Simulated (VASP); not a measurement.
Write the native input for VASP 6.6.1 that does the following.

```
Task                   : single point
Functional             : PBEsol
Potentials or basis    : VASP PAW PBE potentials, release 64 (Ta_sv_GW, N)
Cutoff                 : 600 eV
k mesh                 : 20 × 20 × 20
Occupations            : gaussian, width 0.15 eV
Spin                   : no spin polarisation
Dipole correction      : no
Further INCAR settings : ALGO = Normal; EDIFF = 1e-06; NBANDS = 16
```

The structure of TaN lies in POSCAR:

```
TaN
1.0
    0.2734023343      2.3239198412      2.3239198412
    2.3239198412      0.2734023343      2.3239198412
    2.3239198412      2.3239198412      0.2734023343
Ta N
1 1
Direct
    0.5000000000      0.5000000000      0.5000000000
    0.0000000000      0.0000000000      0.0000000000
```

This cell differs from its parent crystal: ratio of the length along [111] to the lengths across it x 1.2, volume and fractional coordinates fixed.

These files were run (other wordings do the same):

INCAR

```
SYSTEM = TaN
PREC = Accurate
ENCUT = 600
EDIFF = 1E-6
ISMEAR = 0
SIGMA = 0.15
LREAL = .FALSE.
LASPH = .TRUE.
NELM = 120
ALGO = Normal
ISIF = 2
LWAVE = .FALSE.
LCHARG = .TRUE.
GGA = PS
LELF = .TRUE.
LVHAR = .TRUE.
NBANDS = 16
GGA_COMPAT = .FALSE.
```

KPOINTS

```
Automatic mesh
0
G
  20 20 20
  0 0 0
```

Potentials or basis: VASP PAW PBE potentials, release 64 (Ta_sv_GW, N).

The run is started by

```console
$ cat potpaw_PBE.64/Ta_sv_GW/POTCAR potpaw_PBE.64/N/POTCAR > POTCAR
$ mpirun -np 1 vasp_std > vasp.out
```

Results of the run:

```
Pressure               : 6.0 GPa
Band gap on the k mesh : zero (bands 9 and 10 overlap by 2.27 eV)
```

Caveat: the cell stands under pressure; the PAW data sets were made with another functional, which shifts forces and pressure a little; spin-orbit coupling is left out, which moves the levels of the heavy elements.

Wall time 8.2 min on 1 thread of Intel(R) Xeon(R) Platinum 8259CL CPU @ 2.50GHz (Skylake/Cascade Lake) (shared host), peak memory 0.47 GiB.
